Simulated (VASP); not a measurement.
Write the native input for VASP 6.6.1 that does the following.

```
Task                   : single point
Functional             : PBEsol
Potentials or basis    : VASP PAW PBE potentials, release 64 (Ta_pv, As)
Cutoff                 : 520 eV
k mesh                 : 11 × 11 × 11
Occupations            : fermi-dirac, width 0.05 eV
Spin                   : no spin polarisation
Hubbard terms          : Ta d U = 4.0 eV
Dipole correction      : no
Further INCAR settings : ALGO = Normal; EDIFF = 1e-06; NBANDS = 24
```

The structure of TaAs lies in POSCAR:

```
TaAs
1.0
   -1.7218133622      1.7218133622      5.8679415361
    1.7218133622     -1.7218133622      5.8679415361
    1.7218133622      1.7218133622     -5.8679415361
Ta As
2 2
Direct
    0.4999673000      0.4999673000      0.0000000000
    0.2499673000      0.7499673000      0.5000000000
    0.0826321200      0.0826321200      0.0000000000
    0.8326321200      0.3326321200      0.5000000000
```

The input as run:

INCAR

```
SYSTEM = TaAs
PREC = Accurate ; ENCUT = 520
EDIFF = 1E-6 ; ISMEAR = -1
SIGMA = 0.05 ; LREAL = .False.
LASPH = .True. ; NELM = 150
ALGO = Normal ; ISIF = 2
LWAVE = .False. ; LCHARG = .False.
LMAXMIX = 4 ; LDAU = .True.
LDAUTYPE = 2 ; LDAUL = 2 -1
LDAUU = 4 0 ; LDAUJ = 0 0
LDAUPRINT = 1 ; GGA = PS
NBANDS = 24
```

KPOINTS

```
Automatic mesh
0
Gamma
  11 11 11
  0 0 0
```

Potentials or basis: VASP PAW PBE potentials, release 64 (Ta_pv, As).

Launch:

```bash
$ cat potpaw_PBE.64/Ta_pv/POTCAR potpaw_PBE.64/As/POTCAR > POTCAR
$ mpirun -np 1 vasp_std > vasp.out
```

It gave:

* Pressure: 3.2 GPa
* Largest force: 0.024 eV/Å
* Band gap on the k mesh: zero (band 16 reaches 7.27 eV, above the bottom of band 17 at 7.25 eV)

Caveat: the PAW data sets were made with another functional, which shifts forces and pressure a little; spin-orbit coupling is left out, which moves the levels of the heavy elements; U without spin polarisation on a metal has little footing; the U is typed as a test and isn't derived for this compound.

Run time: 3.7 min on 1 thread of Intel(R) Xeon(R) 6975P-C (Granite Rapids), on a shared host, peak memory 0.43 GiB.
